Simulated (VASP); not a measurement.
# Ga3Bi2N3 (Cmmm) in VASP: single point with PBE

Aim: the single point of Ga3Bi2N3 with PBE.

Program: VASP 6.6.1. These are calculated values, not measurements. Logs are shortened: lines on timing, memory, paths and dates and some standing lists are left out, and cuts for length are marked.

## 1. The cell of the first run

Symmetry: Cmmm, No. 65, orthorhombic system. Conventional cell: a = 5.869 Å, b = 5.871 Å, c = 10.613 Å, α = 90.00°, β = 90.00°, γ = 90.00°. Ga (site symmetry mm2) has 1 Ga at 2.64 Å and 2 Bi at 3.04 Å and 4 N at 3.36 Å within 3.5 Å. Ga (site symmetry mmm) has 4 N at 2.08 Å and 2 Ga at 2.64 Å within 2.7 Å. Bi (site symmetry m2m) has 4 Bi at 2.92 to 2.95 Å and 2 Ga at 3.04 Å within 3.8 Å. N (site symmetry 2/m) has 2 Ga at 2.08 Å and 2 N at 2.08 Å within 2.7 Å. Within 2.7 Å of N (site symmetry mmm) lie 4 N at 2.08 Å.

The cell was built from a structure type or drawn by symmetry, and may not be a known phase.

## 2. Single point, PBE

Contents of INCAR:

```
PREC = Accurate
ENCUT = 600
EDIFF = 1E-6
ISMEAR = 0
SIGMA = 0.15
LREAL = F
LASPH = T
NELM = 120
ALGO = Normal
ISIF = 2
LWAVE = F
LCHARG = T
GGA = PE
LELF = T
LVHAR = T
NBANDS = 52
GGA_COMPAT = F
```

Contents of KPOINTS:

```
Automatic mesh
0
Gamma
  3 3 2
```

Contents of POSCAR:

```
Ga3Bi2N3
1.0
    2.9345688970     -2.9356668351      0.0000000000
    2.9345688970      2.9356668351      0.0000000000
    0.0000000000      0.0000000000     10.6134815420
Ga Bi N
3 2 3
Direct
    0.5000000000      0.5000000000      0.2491498208
    0.5000000000      0.5000000000      0.7508501792
    0.5000000000      0.5000000000      0.0000000000
    0.2486661323      0.7513338677      0.5000000000
    0.7513338677      0.2486661323      0.5000000000
    0.0000000000      0.5000000000      0.0000000000
    0.5000000000      0.0000000000      0.0000000000
    0.0000000000      0.0000000000      0.0000000000
```

Potentials or basis: VASP PAW PBE potentials, release 64 (Ga_d, Bi_d, N).

Command:

```console
cat potpaw_PBE.64/Ga_d/POTCAR potpaw_PBE.64/Bi_d/POTCAR potpaw_PBE.64/N/POTCAR > POTCAR
mpirun -np 1 vasp_std > vasp.out
```

OUTCAR:

```text
PREC = Accurate
   ENCUT = 600
   EDIFF = 1E-6
   ISMEAR = 0
   LREAL = F
   LASPH = T
   NELM = 120
   ISIF = 2
   GGA = PE

 ion  position               nearest neighbor table
   1  0.500  0.500  0.249-   3 2.64   4 3.04   5 3.04
   2  0.500  0.500  0.751-   3 2.64   4 3.04   5 3.04
   3  0.500  0.500  0.000-   6 2.08   7 2.08   7 2.08   6 2.08   1 2.64   2 2.64
   4  0.249  0.751  0.500-   5 2.92   5 2.93   5 2.93   5 2.95   1 3.04   2 3.04
   5  0.751  0.249  0.500-   4 2.92   4 2.93   4 2.93   4 2.95   2 3.04   1 3.04
   6  0.000  0.500  0.000-   3 2.08   3 2.08
   7  0.500  0.000  0.000-   3 2.08   3 2.08
   8  0.000  0.000  0.000-

  LATTYP: Found a base centered orthorhombic cell.
 ALAT       =     5.8691377940
 B/A-ratio  =     1.0003741395
 C/A-ratio  =     1.8083544661

  Lattice vectors:

 A1 = (   2.9345688970,  -2.9356668351,   0.0000000000)
 A2 = (   2.9345688970,   2.9356668351,   0.0000000000)
 A3 = (   0.0000000000,   0.0000000000,  10.6134815420)

Analysis of symmetry for initial positions (statically):
=====================================================================
 Subroutine PRICEL returns:
 Original cell was already a primitive cell.

 Routine SETGRP: Setting up the symmetry group for a
 base centered orthorhombic supercell.

 Subroutine GETGRP returns: Found  8 space group operations
 (whereof  8 operations were pure point group operations)
 out of a pool of  8 trial point group operations.

The static configuration has the point symmetry D_2h.

Analysis of symmetry for dynamics (positions and initial velocities):
=====================================================================
 Subroutine PRICEL returns:
 Original cell was already a primitive cell.

 Routine SETGRP: Setting up the symmetry group for a
 base centered orthorhombic supercell.

 Subroutine GETGRP returns: Found  8 space group operations
 (whereof  8 operations were pure point group operations)
 out of a pool of  8 trial point group operations.

The dynamic configuration has the point symmetry D_2h.

 Subroutine INISYM returns: Found  8 space group operations
 (whereof  8 operations are pure point group operations),
 and found     1 'primitive' translations

----------------------------------------------------------------------------------------

                                     Primitive cell

  volume of cell :     182.8685

  direct lattice vectors                    reciprocal lattice vectors
     2.934568897 -2.935666835  0.000000000     0.170382778 -0.170319055  0.000000000
     2.934568897  2.935666835  0.000000000     0.170382778  0.170319055  0.000000000
     0.000000000  0.000000000 10.613481542     0.000000000  0.000000000  0.094219790

  length of vectors
     4.150883566  4.150883566 10.613481542     0.240912580  0.240912580  0.094219790

  position of ions in fractional coordinates (direct lattice)
     0.500000000  0.500000000  0.249149821
     0.500000000  0.500000000  0.750850179
     0.500000000  0.500000000  0.000000000
     0.248666132  0.751333868  0.500000000
     0.751333868  0.248666132  0.500000000
     0.000000000  0.500000000  0.000000000
     0.500000000  0.000000000  0.000000000
     0.000000000  0.000000000  0.000000000

  ion indices of the primitive-cell ions
   primitive index   ion index
                 1           1
                 2           2
                 3           3
                 4           4
                 5           5
                 6           6
                 7           7
                 8           8

----------------------------------------------------------------------------------------

 KPOINTS: Automatic mesh

Automatic generation of k-mesh.
 Grid dimensions read from file:
 generate k-points for:    3    3    2

 Generating k-lattice:

  Cartesian coordinates                     Fractional coordinates (reciprocal lattice)
     0.056794259 -0.056773018  0.000000000     0.333333333  0.000000000  0.000000000
     0.056794259  0.056773018  0.000000000     0.000000000  0.333333333  0.000000000
     0.000000000  0.000000000  0.047109895     0.000000000  0.000000000  0.500000000

  Length of vectors
     0.080304193  0.080304193  0.047109895

  Shift w.r.t. Gamma in fractional coordinates (k-lattice)
     0.000000000  0.000000000  0.000000000

 Subroutine IBZKPT returns following result:
 ===========================================

 Found      8 irreducible k-points:

 Following reciprocal coordinates:
            Coordinates               Weight
  0.000000  0.000000  0.000000      1.000000
  0.333333  0.000000  0.000000      4.000000
  0.333333  0.333333  0.000000      2.000000
 -0.333333  0.333333  0.000000      2.000000
  0.000000  0.000000  0.500000      1.000000
  0.333333  0.000000  0.500000      4.000000
  0.333333  0.333333  0.500000      2.000000
 -0.333333  0.333333  0.500000      2.000000
   k-points           NKPTS =      8   k-points in BZ     NKDIM =      8   number of bands    NBANDS=     52
   number of dos      NEDOS =    301   number of ions     NIONS =      8
   total plane-waves  NPLWV = 116640
   dimension x,y,z NGX =    36 NGY =   36 NGZ =   90
   dimension x,y,z NGXF=    72 NGYF=   72 NGZF=  180
   ions per type =               3   2   3
   NGX,Y,Z   is equivalent  to a cutoff of  14.42, 14.42, 14.10 a.u.
   NGXF,Y,Z  is equivalent  to a cutoff of  28.84, 28.84, 28.19 a.u.
 SYSTEM =  unknown system
   PREC   = accura    normal or accurate (medium, high low for compatibility)
   ISTART =      0    job   : 0-new  1-cont  2-samecut
   ICHARG =      2    charge: 1-file 2-atom 10-const
   ISPIN  =      1    spin polarized calculation?
   LNONCOLLINEAR =      F non collinear calculations
   LSORBIT =      F    spin-orbit coupling
   LASPH  =      T    aspherical Exc in radial PAW
   ENCUT  =  600.0 eV  44.10 Ry    6.64 a.u.   8.29  8.29 21.20*2*pi/ulx,y,z
   NELM   =    120;   NELMIN=  2; NELMDL= -5     # of ELM steps
   EDIFF  = 0.1E-05   stopping-criterion for ELM
   LREAL  =      F    real-space projection
   EDIFFG = 0.1E-04   stopping-criterion for IOM
   NSW    =      0    number of steps for IOM
   IBRION =     -1    ionic relax: 0-MD 1-quasi-New 2-CG
   NFREE  =      0    steps in history (QN), initial steepest desc. (CG)
   ISIF   =      2    stress and relaxation
   ISYM   =      2    0-nonsym 1-usesym 2-fastsym
   POTIM  = 0.5000    time-step for ionic-motion
   TEBEG  =    0.0;   TEEND  =   0.0 temperature during run
   PSTRESS=    0.0 pullay stress
   NELECT =      84.0000    total number of electrons
   NUPDOWN=      -1.0000    fix difference up-down
   EMIN   =  10.00;   EMAX   =-10.00  energy-range for DOS
   EFERMI =   0.00;   METHOD = LEGACY
   ISMEAR =     0;   SIGMA  =   0.15  broadening in eV -4-tet -1-fermi 0-gaus
   EFERMI_NEDOS =   21; number of points for ismear=-14 and -15
   IALGO  =     38    algorithm
   IMIX   =      4    mixing-type and parameters
     AMIX     =   0.40;   BMIX     =  1.00
     AMIX_MAG =   1.60;   BMIX_MAG =  1.00
  volume/ion in A,a.u.               =      22.86       154.26
  Fermi-wavevector in a.u.,A,eV,Ry     =   1.263150  2.387007 21.708749  1.595548
  Thomas-Fermi vector in A             =   2.396522
   LORBIT       =      0    0 simple, 1 ext, 2 COOP (PROOUT), +10 PAW based schemes
   GGA     = PE    functional components
   LHFCALC =     F    Hartree Fock is set to
   AEXX    =    0.0000 exact exchange contribution
   IVDW    =     0    specifies the selected vdW correction
   LEPSILON=     F    determine dielectric tensor
   LRPA    =     F    only Hartree local field effects (RPA)
 non-spin polarized calculation
 Gauss-broadening in eV      SIGMA  =   0.15
  energy-cutoff  :      600.00
  volume of cell :      182.87
 maximum number of plane-waves:      6143
 NGX is ok and might be reduce to    36
   NGX = 17   NGY = 17   NGZ = 43

 number of electron      83.9999991 magnetization

 Free energy of the ion-electron system (eV)
  ---------------------------------------------------
  ext. energy  EPLUGINS =         0.00000000
  ---------------------------------------------------
  free energy    TOTEN  =       -31.39163416 eV

  energy without entropy =      -31.33941612  energy(sigma->0) =      -31.36552514

 E-fermi :   3.6536     XC(G=0):  -9.2602

 val. band max:        3.6256188300   @ k =  -0.3333   0.3333   0.5000
 cond. band min:       3.7224814507   @ k =   0.3333   0.3333   0.0000
 fundamental gap:      0.0968626208
 Fermi energy:         3.6536444328

 k-point     1 :       0.0000    0.0000    0.0000
  band No.  band energies     occupation
      1     -19.4509      2.00000
      2     -19.1505      2.00000
      3     -19.0522      2.00000
      4     -18.9337      2.00000
      5     -18.9093      2.00000
      6     -18.6994      2.00000
[... 44 lines left out ...]
     51       8.8634      0.00000
     52       9.0517      0.00000

 k-point     2 :       0.3333    0.0000    0.0000
  band No.  band energies     occupation
      1     -19.2054      2.00000
      2     -19.0090      2.00000
      3     -18.9342      2.00000
      4     -18.8797      2.00000
      5     -18.8560      2.00000
      6     -18.7629      2.00000
[... 44 lines left out ...]
     51       8.1303      0.00000
     52       8.6448      0.00000

 k-point     3 :       0.3333    0.3333    0.0000
  band No.  band energies     occupation
      1     -19.2365      2.00000
      2     -19.0174      2.00000
      3     -18.9609      2.00000
      4     -18.9267      2.00000
      5     -18.8813      2.00000
      6     -18.7950      2.00000
[... 44 lines left out ...]
     51       8.0359      0.00000
     52       8.9017      0.00000
[... 166 lines left out ...]
 k-point     7 :       0.3333    0.3333    0.5000
  band No.  band energies     occupation
      1     -19.2365      2.00000
      2     -19.0174      2.00000
      3     -18.9609      2.00000
      4     -18.9267      2.00000
      5     -18.8813      2.00000
      6     -18.7950      2.00000
[... 44 lines left out ...]
     51       7.5486      0.00000
     52       8.9190      0.00000

 k-point     8 :      -0.3333    0.3333    0.5000
  band No.  band energies     occupation
      1     -19.2276      2.00000
      2     -19.0262      2.00000
      3     -18.9365      2.00000
      4     -18.9265      2.00000
      5     -18.9039      2.00000
      6     -18.7952      2.00000
[... 44 lines left out ...]
     51       7.6739      0.00000
     52       8.7688      0.00000

------------------------ aborting loop because EDIFF is reached ----------------------------------------

  FORCE on cell =-STRESS in cart. coord.  units (eV):
  Direction    XX          YY          ZZ          XY          YZ          ZX
  --------------------------------------------------------------------------------------
  -------------------------------------------------------------------------------------
  Total       -0.3561308      0.5830832      0.4085346      0.0000000      0.0000000      0.0000000
  in kB       -3.1201910      5.1086035      3.5793197      0.0000000      0.0000000      0.0000000
  external PRESSURE =       1.8559107 kB  Pullay stress =       0.0000000 kB

 VOLUME and BASIS-vectors are now :
 -----------------------------------------------------------------------------
  energy-cutoff  :      600.00
  volume of cell :      182.87
      direct lattice vectors                 reciprocal lattice vectors
     2.934568897 -2.935666835  0.000000000     0.170382778 -0.170319055  0.000000000
     2.934568897  2.935666835  0.000000000     0.170382778  0.170319055  0.000000000
     0.000000000  0.000000000 10.613481542     0.000000000  0.000000000  0.094219790

 POSITION                                       TOTAL-FORCE (eV/Angst)
 -----------------------------------------------------------------------------------
      2.93457      0.00000      2.64435        -0.000000      0.000000      0.027164
      2.93457      0.00000      7.96913        -0.000000      0.000000     -0.027164
      2.93457      0.00000      0.00000         0.000000      0.000000     -0.000000
      2.93457      1.47566      5.30674        -0.000000      0.043825     -0.000000
      2.93457     -1.47566      5.30674        -0.000000     -0.043825     -0.000000
      1.46728      1.46783      0.00000        -0.000000      0.000000     -0.000000
      1.46728     -1.46783      0.00000        -0.000000      0.000000     -0.000000
      0.00000      0.00000      0.00000        -0.000000     -0.000000     -0.000000
 -----------------------------------------------------------------------------------
    total drift:                                0.000000      0.000000      0.000000

  FREE ENERGIE OF THE ION-ELECTRON SYSTEM (eV)
  ---------------------------------------------------
  free  energy   TOTEN  =       -31.3916341639 eV

  energy  without entropy=      -31.3394161183  energy(sigma->0) =      -31.36552514
```

Run time: 4.4 min. Hardware: 1 thread of Intel Xeon 8259CL, shared host; peak memory 0.37 GiB.

What came out:

```
Free energy            : -31.3916 eV
Pressure               : 0.2 GPa
Largest force          : 0.044 eV/Å
Band gap on the k mesh : zero (bands 42 and 43 overlap by 0.54 eV)
```

Forces on the atoms (eV/Å):
```
Ga   0.000  0.000  0.027
Ga   0.000  0.000 -0.027
Ga   0.000  0.000  0.000
Bi   0.000  0.044  0.000
Bi   0.000 -0.044  0.000
N    0.000  0.000  0.000
N    0.000  0.000  0.000
N    0.000  0.000  0.000
```

Stress tensor (GPa, compression positive):
```
-0.31  0.00  0.00
 0.00  0.51  0.00
 0.00  0.00  0.36
```

Caveat: the k points lie up to 0.50 Å⁻¹ apart, too coarse for converged energies and pressures of a metal; spin-orbit coupling is left out, which moves the levels of the heavy elements.
